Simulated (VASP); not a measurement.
# Ge (Fd-3m) in VASP: a series of runs

Ge is run at these levels: PBE; tasks: single point.

All numbers are computed with VASP 6.6.1; they aren't measurements. Logs are shortened: lines on timing, memory, paths and dates and some standing lists are left out, and cuts for length are marked.

**What was measured.**

“Electronic and optical properties of SixGe1-x-ySny alloys lattice-matched to Ge”, 2021, arxiv:2109.02782 reports, for a bulk crystal of Ge at 300 K: band gap 0.807 eV (direct).

How close the calculation comes is told below.

## (1) The cell of the first run

It takes space group Fd-3m (No. 227, cubic). Conventional cell: a = 5.761 Å, b = 5.761 Å, c = 5.761 Å, α = 90.00°, β = 90.00°, γ = 90.00°. Ge (site symmetry -43m) has 4 Ge at 2.49 Å within 3.3 Å.

## (2) Single point, PBE

File INCAR:

```
SYSTEM = Ge
ALGO     = Normal         ! electronic algorithm
EDIFF    = 1E-7           ! SCF threshold, eV
ENCUT    = 520            ! plane-wave cutoff, eV
GGA      = PE             ! functional
ISIF     = 2              ! what is computed and relaxed
ISMEAR   = -1             ! smearing method
LASPH    = .TRUE.         ! aspherical terms in the spheres
LCHARG   = .TRUE.         ! write CHGCAR
LELF     = .TRUE.         ! ELF
LREAL    = .FALSE.        ! projectors in reciprocal space
LVHAR    = .TRUE.       
LWAVE    = .FALSE.        ! write WAVECAR
NBANDS   = 21             ! bands
NELM     = 80             ! most SCF steps
PREC     = Accurate       ! precision mode
SIGMA    = 0.05           ! smearing width, eV
```

File KPOINTS:

```
k-points
0
G
  10 10 10
  0 0 0
```

File POSCAR:

```
Ge
1.0
    0.0000000000      2.8806413175      2.8806413175
    2.8806413175      0.0000000000      2.8806413175
    2.8806413175      2.8806413175      0.0000000000
Ge
2
Direct
    0.0000000000      0.0000000000      0.0000000000
    0.2500000000      0.2500000000      0.2500000000
```

Potentials or basis: VASP PAW PBE potentials, release 64 (Ge_d).

Command:

```sh
$ cat potpaw_PBE.64/Ge_d/POTCAR > POTCAR
$ mpirun -np 1 vasp_std > vasp.out
```

OUTCAR:

```text
SYSTEM = Ge
   EDIFF = 1E-7
   ENCUT = 520
   GGA = PE
   ISIF = 2
   ISMEAR = -1
   LASPH = .TRUE.
   LREAL = .FALSE.
   NELM = 80
   PREC = Accurate

 ion  position               nearest neighbor table
   1  0.000  0.000  0.000-   2 2.49   2 2.49   2 2.49   2 2.49
   2  0.250  0.250  0.250-   1 2.49   1 2.49   1 2.49   1 2.49

  LATTYP: Found a face centered cubic cell.
 ALAT       =     5.7612826350

  Lattice vectors:

 A1 = (   0.0000000000,   2.8806413175,   2.8806413175)
 A2 = (   2.8806413175,   0.0000000000,   2.8806413175)
 A3 = (   2.8806413175,   2.8806413175,   0.0000000000)

Analysis of symmetry for initial positions (statically):
=====================================================================
 Subroutine PRICEL returns:
 Original cell was already a primitive cell.

 Routine SETGRP: Setting up the symmetry group for a
 face centered cubic supercell.

 Subroutine GETGRP returns: Found 48 space group operations
 (whereof 24 operations were pure point group operations)
 out of a pool of 48 trial point group operations.

The static configuration has the point symmetry T_d .
 The point group associated with its full space group is O_h .

Analysis of symmetry for dynamics (positions and initial velocities):
=====================================================================
 Subroutine PRICEL returns:
 Original cell was already a primitive cell.

 Routine SETGRP: Setting up the symmetry group for a
 face centered cubic supercell.

 Subroutine GETGRP returns: Found 48 space group operations
 (whereof 24 operations were pure point group operations)
 out of a pool of 48 trial point group operations.

The dynamic configuration has the point symmetry T_d .
 The point group associated with its full space group is O_h .

 Subroutine INISYM returns: Found 48 space group operations
 (whereof 24 operations are pure point group operations),
 and found     1 'primitive' translations

----------------------------------------------------------------------------------------

                                     Primitive cell

  volume of cell :      47.8077

  direct lattice vectors                    reciprocal lattice vectors
     0.000000000  2.880641317  2.880641317    -0.173572460  0.173572460  0.173572460
     2.880641317  0.000000000  2.880641317     0.173572460 -0.173572460  0.173572460
     2.880641317  2.880641317  0.000000000     0.173572460  0.173572460 -0.173572460

  length of vectors
     4.073842020  4.073842020  4.073842020     0.300636320  0.300636320  0.300636320

  position of ions in fractional coordinates (direct lattice)
     0.000000000  0.000000000  0.000000000
     0.250000000  0.250000000  0.250000000

  ion indices of the primitive-cell ions
   primitive index   ion index
                 1           1
                 2           2

----------------------------------------------------------------------------------------

 KPOINTS: k-points

Automatic generation of k-mesh.
 Grid dimensions read from file:
 generate k-points for:   10   10   10

 Generating k-lattice:

  Cartesian coordinates                     Fractional coordinates (reciprocal lattice)
    -0.017357246  0.017357246  0.017357246     0.100000000  0.000000000  0.000000000
     0.017357246 -0.017357246  0.017357246     0.000000000  0.100000000  0.000000000
     0.017357246  0.017357246 -0.017357246     0.000000000  0.000000000  0.100000000

  Length of vectors
     0.030063632  0.030063632  0.030063632

  Shift w.r.t. Gamma in fractional coordinates (k-lattice)
     0.000000000  0.000000000  0.000000000

 Subroutine IBZKPT returns following result:
 ===========================================

 Found     47 irreducible k-points:

 Following reciprocal coordinates:
            Coordinates               Weight
  0.000000  0.000000  0.000000      1.000000
  0.100000  0.000000  0.000000      8.000000
  0.200000  0.000000  0.000000      8.000000
  0.300000  0.000000  0.000000      8.000000
  0.400000  0.000000  0.000000      8.000000
  0.500000  0.000000  0.000000      4.000000
[... 16 lines left out ...]
  0.300000  0.300000  0.000000      6.000000
  0.400000  0.300000  0.000000     24.000000
 [... further k-points ...]
   k-points           NKPTS =     47   k-points in BZ     NKDIM =     47   number of bands    NBANDS=     21
   number of dos      NEDOS =    301   number of ions     NIONS =      2
   total plane-waves  NPLWV =  27000
   dimension x,y,z NGX =    30 NGY =   30 NGZ =   30
   dimension x,y,z NGXF=    60 NGYF=   60 NGZF=   60
   ions per type =               2
   NGX,Y,Z   is equivalent  to a cutoff of  12.24, 12.24, 12.24 a.u.
   NGXF,Y,Z  is equivalent  to a cutoff of  24.48, 24.48, 24.48 a.u.
 SYSTEM =  Ge
   PREC   = accura    normal or accurate (medium, high low for compatibility)
   ISTART =      0    job   : 0-new  1-cont  2-samecut
   ICHARG =      2    charge: 1-file 2-atom 10-const
   ISPIN  =      1    spin polarized calculation?
   LNONCOLLINEAR =      F non collinear calculations
   LSORBIT =      F    spin-orbit coupling
   LASPH  =      T    aspherical Exc in radial PAW
   ENCUT  =  520.0 eV  38.22 Ry    6.18 a.u.   7.57  7.57  7.57*2*pi/ulx,y,z
   NELM   =     80;   NELMIN=  2; NELMDL= -5     # of ELM steps
   EDIFF  = 0.1E-06   stopping-criterion for ELM
   LREAL  =      F    real-space projection
   EDIFFG = 0.1E-05   stopping-criterion for IOM
   NSW    =      0    number of steps for IOM
   IBRION =     -1    ionic relax: 0-MD 1-quasi-New 2-CG
   NFREE  =      0    steps in history (QN), initial steepest desc. (CG)
   ISIF   =      2    stress and relaxation
   ISYM   =      2    0-nonsym 1-usesym 2-fastsym
   POTIM  = 0.5000    time-step for ionic-motion
   TEBEG  =    0.0;   TEEND  =   0.0 temperature during run
   PSTRESS=    0.0 pullay stress
   NELECT =      28.0000    total number of electrons
   NUPDOWN=      -1.0000    fix difference up-down
   EMIN   =  10.00;   EMAX   =-10.00  energy-range for DOS
   EFERMI =   0.00;   METHOD = LEGACY
   ISMEAR =    -1;   SIGMA  =   0.05  broadening in eV -4-tet -1-fermi 0-gaus
   EFERMI_NEDOS =   21; number of points for ismear=-14 and -15
   IALGO  =     38    algorithm
   IMIX   =      4    mixing-type and parameters
     AMIX     =   0.40;   BMIX     =  1.00
     AMIX_MAG =   1.60;   BMIX_MAG =  1.00
  volume/ion in A,a.u.               =      23.90       161.31
  Fermi-wavevector in a.u.,A,eV,Ry     =   1.369709  2.588375 25.525929  1.876103
  Thomas-Fermi vector in A             =   2.495560
   LORBIT       =      0    0 simple, 1 ext, 2 COOP (PROOUT), +10 PAW based schemes
   GGA     = PE    functional components
   LHFCALC =     F    Hartree Fock is set to
   AEXX    =    0.0000 exact exchange contribution
   IVDW    =     0    specifies the selected vdW correction
   LEPSILON=     F    determine dielectric tensor
   LRPA    =     F    only Hartree local field effects (RPA)
 non-spin polarized calculation
  energy-cutoff  :      520.00
  volume of cell :       47.81
 maximum number of plane-waves:      1308
   NGX = 15   NGY = 15   NGZ = 15

 number of electron      27.9999979 magnetization

 Free energy of the ion-electron system (eV)
  ---------------------------------------------------
  ext. energy  EPLUGINS =         0.00000000
  ---------------------------------------------------
  free energy    TOTEN  =        -9.03408724 eV

  energy without entropy =       -9.03317459  energy(sigma->0) =       -9.03363091

 E-fermi :   4.4482     XC(G=0):  -9.6693

 val. band max:        4.2638222808   @ k =   0.1000   0.0000   0.0000
 cond. band min:       4.4771672577   @ k =   0.0000   0.0000   0.0000
 fundamental gap:      0.2133449769
 Fermi energy:         4.4481742356

 k-point     1 :       0.0000    0.0000    0.0000
  band No.  band energies     occupation
      1     -20.2686      2.00000
      2     -20.2686      2.00000
      3     -20.2686      2.00000
      4     -20.2364      2.00000
      5     -20.2364      2.00000
      6     -20.0535      2.00000
[... 13 lines left out ...]
     20      13.8155      0.00000
     21      13.8155      0.00000

 k-point     2 :       0.1000    0.0000    0.0000
  band No.  band energies     occupation
      1     -20.2735      2.00000
      2     -20.2735      2.00000
      3     -20.2671      2.00000
      4     -20.2297      2.00000
      5     -20.2297      2.00000
      6     -20.0620      2.00000
[... 13 lines left out ...]
     20      13.1539      0.00000
     21      13.1539      0.00000

 k-point     3 :       0.2000    0.0000    0.0000
  band No.  band energies     occupation
      1     -20.2812      2.00000
      2     -20.2812      2.00000
      3     -20.2633      2.00000
      4     -20.2176      2.00000
      5     -20.2176      2.00000
      6     -20.0728      2.00000
[... 13 lines left out ...]
     20      12.6704      0.00000
     21      12.6704      0.00000

 k-point     4 :       0.3000    0.0000    0.0000
  band No.  band energies     occupation
      1     -20.2866      2.00000
      2     -20.2866      2.00000
      3     -20.2584      2.00000
      4     -20.2074      2.00000
      5     -20.2074      2.00000
      6     -20.0806      2.00000
[... 13 lines left out ...]
     20      13.0089      0.00000
     21      13.0089      0.00000

 k-point     5 :       0.4000    0.0000    0.0000
  band No.  band energies     occupation
      1     -20.2893      2.00000
      2     -20.2893      2.00000
      3     -20.2544      2.00000
      4     -20.2018      2.00000
      5     -20.2018      2.00000
      6     -20.0844      2.00000
[... 13 lines left out ...]
     20      14.1647      0.00000
     21      14.1647      0.00000
[... 382 lines left out ...]
     20      13.5756      0.00000
     21      15.5552      0.00000

 k-point    22 :      -0.2000    0.2000    0.0000
  band No.  band energies     occupation
      1     -20.2940      2.00000
      2     -20.2940      2.00000
      3     -20.2448      2.00000
      4     -20.2085      2.00000
      5     -20.1888      2.00000
      6     -20.1016      2.00000
[... 13 lines left out ...]
     20      14.0803      0.00000
     21      14.5541      0.00000

 k-point    23 :       0.3000    0.3000    0.0000
  band No.  band energies     occupation
      1     -20.2891      2.00000
      2     -20.2891      2.00000
      3     -20.2679      2.00000
      4     -20.1954      2.00000
      5     -20.1595      2.00000
      6     -20.1485      2.00000
[... 13 lines left out ...]
     20      15.3031      0.00000
     21      15.3562      0.00000

 k-point    24 :       0.4000    0.3000    0.0000
  band No.  band energies     occupation
      1     -20.2979      2.00000
      2     -20.2932      2.00000
      3     -20.2536      2.00000
      4     -20.1824      2.00000
      5     -20.1637      2.00000
      6     -20.1446      2.00000
[... 13 lines left out ...]
     20      15.7720      0.00000
     21      15.9944      0.00000

 [... further k-points ...]

------------------------ aborting loop because EDIFF is reached ----------------------------------------

  FORCE on cell =-STRESS in cart. coord.  units (eV):
  Direction    XX          YY          ZZ          XY          YZ          ZX
  --------------------------------------------------------------------------------------
  -------------------------------------------------------------------------------------
  Total       -0.0099697     -0.0099697     -0.0099697     -0.0000000      0.0000000     -0.0000000
  in kB       -0.3341133     -0.3341133     -0.3341133     -0.0000000      0.0000000     -0.0000000
  external PRESSURE =      -0.3341133 kB  Pullay stress =       0.0000000 kB

 VOLUME and BASIS-vectors are now :
 -----------------------------------------------------------------------------
  energy-cutoff  :      520.00
  volume of cell :       47.81
      direct lattice vectors                 reciprocal lattice vectors
     0.000000000  2.880641317  2.880641317    -0.173572460  0.173572460  0.173572460
     2.880641317  0.000000000  2.880641317     0.173572460 -0.173572460  0.173572460
     2.880641317  2.880641317  0.000000000     0.173572460  0.173572460 -0.173572460

 POSITION                                       TOTAL-FORCE (eV/Angst)
 -----------------------------------------------------------------------------------
      0.00000      0.00000      0.00000         0.000000      0.000000      0.000000
      1.44032      1.44032      1.44032        -0.000000     -0.000000     -0.000000
 -----------------------------------------------------------------------------------
    total drift:                                0.000000     -0.000000      0.000000

  FREE ENERGIE OF THE ION-ELECTRON SYSTEM (eV)
  ---------------------------------------------------
  free  energy   TOTEN  =        -9.0340872380 eV

  energy  without entropy=       -9.0331745864  energy(sigma->0) =       -9.03363091
```

Run time: 19 s. Hardware: 1 thread of Intel Xeon 6975P-C (Granite Rapids), shared host; peak memory 0.18 GiB.

What came out:

- Free energy: -9.0341 eV
- Pressure: 0.0 GPa
- Band gap on the k mesh: zero (filled and empty bands touch)

## (3) Single point, PBE

File INCAR:

```
SYSTEM = Ge
PREC = Accurate
ENCUT = 520
EDIFF = 1E-6
ISMEAR = -1
SIGMA = 0.05
LREAL = .False.
LASPH = .True.
NELM = 60
ALGO = Normal
ISIF = 2
LWAVE = .False.
LCHARG = .False.
GGA = PE
NBANDS = 21
```

File KPOINTS:

```
regular mesh
0
Gamma
  10 10 10
  0 0 0
```

File POSCAR:

```
Ge
1.0
    0.0000000000      2.8806718049      2.8806718049
    2.8806718049      0.0000000000      2.8806718049
    2.8806718049      2.8806718049      0.0000000000
Ge
2
Direct
    0.0000000000      0.0000000000      0.0000000000
    0.2500000000      0.2500000000      0.2500000000
```

Potentials or basis: VASP PAW PBE potentials, release 64 (Ge_d).

Command:

```sh
$ cat potpaw_PBE.64/Ge_d/POTCAR > POTCAR
$ mpirun -np 1 vasp_std > vasp.out
```

OUTCAR:

```text
SYSTEM = Ge
   PREC = Accurate
   ENCUT = 520
   EDIFF = 1E-6
   ISMEAR = -1
   LREAL = .False.
   LASPH = .True.
   NELM = 60
   ISIF = 2
   GGA = PE

 ion  position               nearest neighbor table
   1  0.000  0.000  0.000-   2 2.49   2 2.49   2 2.49   2 2.49
   2  0.250  0.250  0.250-   1 2.49   1 2.49   1 2.49   1 2.49

  LATTYP: Found a face centered cubic cell.
 ALAT       =     5.7613436098

  Lattice vectors:

[... 763 lines left out ...]

------------------------ aborting loop because EDIFF is reached ----------------------------------------

  FORCE on cell =-STRESS in cart. coord.  units (eV):
  Direction    XX          YY          ZZ          XY          YZ          ZX
  --------------------------------------------------------------------------------------
  -------------------------------------------------------------------------------------
  Total       -0.0112713     -0.0112713     -0.0112713      0.0000000      0.0000000     -0.0000000
  in kB       -0.3777236     -0.3777236     -0.3777236      0.0000000      0.0000000     -0.0000000
  external PRESSURE =      -0.3777236 kB  Pullay stress =       0.0000000 kB

 VOLUME and BASIS-vectors are now :
 -----------------------------------------------------------------------------
  energy-cutoff  :      520.00
  volume of cell :       47.81
      direct lattice vectors                 reciprocal lattice vectors
     0.000000000  2.880671805  2.880671805    -0.173570623  0.173570623  0.173570623
     2.880671805  0.000000000  2.880671805     0.173570623 -0.173570623  0.173570623
     2.880671805  2.880671805  0.000000000     0.173570623  0.173570623 -0.173570623

 POSITION                                       TOTAL-FORCE (eV/Angst)
 -----------------------------------------------------------------------------------
      0.00000      0.00000      0.00000        -0.000000      0.000000      0.000000
      1.44034      1.44034      1.44034         0.000000     -0.000000     -0.000000
 -----------------------------------------------------------------------------------
    total drift:                                0.000000      0.000000      0.000000

  FREE ENERGIE OF THE ION-ELECTRON SYSTEM (eV)
  ---------------------------------------------------
  free  energy   TOTEN  =        -9.0340868109 eV

  energy  without entropy=       -9.0331737552  energy(sigma->0) =       -9.03363028
```

Run time: 18 s. Hardware: 1 thread of Intel Xeon 6975P-C (Granite Rapids), shared host; peak memory 0.18 GiB.

Results:

```yaml
Free_energy: -9.0341 eV
Pressure: 0.0 GPa
Band_gap_on_the_k_mesh: zero (filled and empty bands touch)
```

Levels at points of the mesh, in eV from the Fermi level:
| k point | band 12 | band 13 | band 14 | band 15 | band 16 | band 17 |
| --- | --- | --- | --- | --- | --- | --- |
| (0.00, 0.00, 0.00) | -0.42 | 0.03 | 0.03 | 0.03 | 2.56 | 2.56 |
| (0.50, 0.00, 0.00) | -7.33 | -1.29 | -1.29 | 0.05 | 3.75 | 3.75 |
| (0.50, 0.50, 0.00) | -8.66 | -2.86 | -2.86 | 0.85 | 0.85 | 9.10 |

(Part 1 of 2 ends here.)
